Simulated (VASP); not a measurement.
Write the native input for VASP 6.6.1 that does the following.

```yaml
Task: single point
Functional: PBE
Potentials_or_basis: VASP PAW PBE potentials, release 64 (Mo_sv)
Cutoff: 520 eV
k_mesh: 8 × 8 × 8
Occupations: fermi-dirac, width 0.03 eV
Spin: no spin polarisation
Dipole_correction: no
Further_INCAR_settings: ALGO = Fast; EDIFF = 1e-06; NBANDS = 13
```

The structure of Mo lies in POSCAR:

```
Mo
1.0
   -1.5838089719      1.5838089719      1.5838089719
    1.5838089719     -1.5838089719      1.5838089719
    1.5838089719      1.5838089719     -1.5838089719
Mo
1
Direct
    0.0000000000      0.0000000000      0.0000000000
```

These files were run (other wordings do the same):

INCAR

```
PREC = Accurate ; ENCUT = 520
EDIFF = 1E-6 ; ISMEAR = -1
SIGMA = 0.03 ; LREAL = F
LASPH = T ; NELM = 100
ALGO = Fast ; ISIF = 2
LWAVE = F ; LCHARG = F
GGA = PE ; NBANDS = 13
```

KPOINTS

```
Automatic mesh
0
Gamma
  8 8 8
```

Potentials or basis: VASP PAW PBE potentials, release 64 (Mo_sv).

The run is started by

```sh
$ cat potpaw_PBE.64/Mo_sv/POTCAR > POTCAR
$ mpirun -np 1 vasp_std > vasp.out
```

It gave:

```
Pressure               : -0.5 GPa
Band gap on the k mesh : zero (band 7 reaches 16.21 eV, above the bottom of band 8 at 10.99 eV)
```

Wall time 3.9 s on 1 thread of Intel(R) Xeon(R) Platinum 8488C (Sapphire Rapids), with other jobs on the host, peak memory 0.12 GiB.
